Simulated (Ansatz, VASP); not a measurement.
# One calculation of P, two programs

File POSCAR:

```
P
1.0
   -3.1217386221      3.4914988999      1.3266219554
    3.4914988999     -3.1217386221      1.3266219554
    2.3306026815      2.3306026815     -0.6494053294
P
2
Direct
    0.9567119420      0.0432880580      1.0000000000
    0.7932880580      0.2067119420      0.5000000000
```

The input INCAR.step1:

```
PREC = Accurate ; ENCUT = 520
ISMEAR = -1 ; SIGMA = 0.1
LREAL = False ; LASPH = True
NELM = 80 ; NBANDS = 12
GGA = PE ; ALGO = Normal
EDIFF = 1E-4 ; LWAVE = True
LCHARG = False
```

Contents of INCAR.step2:

```
PREC = Accurate ; ENCUT = 520
EDIFF = 1E-6 ; ISMEAR = -1
SIGMA = 0.1 ; LREAL = False
LASPH = True ; NELM = 80
ALGO = Normal ; ISIF = 2
LWAVE = False ; LCHARG = False
METAGGA = R2SCAN ; LMIXTAU = True
NBANDS = 12 ; ISTART = 1
```

The input KPOINTS:

```
Automatic mesh
0
Gamma
  14 14 11
```

Input for Ansatz:

```yaml
crystal:
  lattice:
    - [-3.1217386221, 3.4914988999, 1.3266219554]
    - [3.4914988999, -3.1217386221, 1.3266219554]
    - [2.3306026815, 2.3306026815, -0.6494053294]
  atoms:
    - { symbol: P, position: [0.956711942, 0.043288058, 1.0] }
    - { symbol: P, position: [0.793288058, 0.206711942, 0.5] }
hamiltonian:
  xc: r2scan
  pseudopotentials:
    kind: paw
    azcp:
      P: "pseudopotentials/P.paw.azcp"
basis:
  ecutwfc: 500
  fft_grid_basis: typed
kpoints:
  mp_grid: { grid: [14, 14, 11], shift: [0, 0, 0] }
magnetization:
  spin_polarized: false
scf:
  occupations: { method: fermi_dirac, width: 0.1 }
  lower_state_search: "off"
output:
  stress: true
  write_density: true
  write_potential: true
  elf: true
  volumetric_format: npy
```

Alike in both runs: task single point; functional r2SCAN; k mesh 14 × 14 × 11; occupations fermi-dirac, width 0.1 eV; no spin polarisation.

|  | VASP | Ansatz |
| --- | --- | --- |
| version | VASP 6.6.1 | Ansatz 0.2.0 |
| potentials or method | VASP PAW PBE potentials, release 64 (P), cutoff 520 eV | plane waves (500 eV) with PAW, scalar-relativistic |
| valence electrons in the cell | 10 | 10 |

```csv
,VASP,Ansatz,Ansatz less VASP
pressure (GPa),-5.7,-5.3,+0.40
"traceless stress, the component that is largest in VASP (GPa)",-1.44,-1.44,+0.005
```

VASP's potentials were made for PBE, not for r2SCAN.
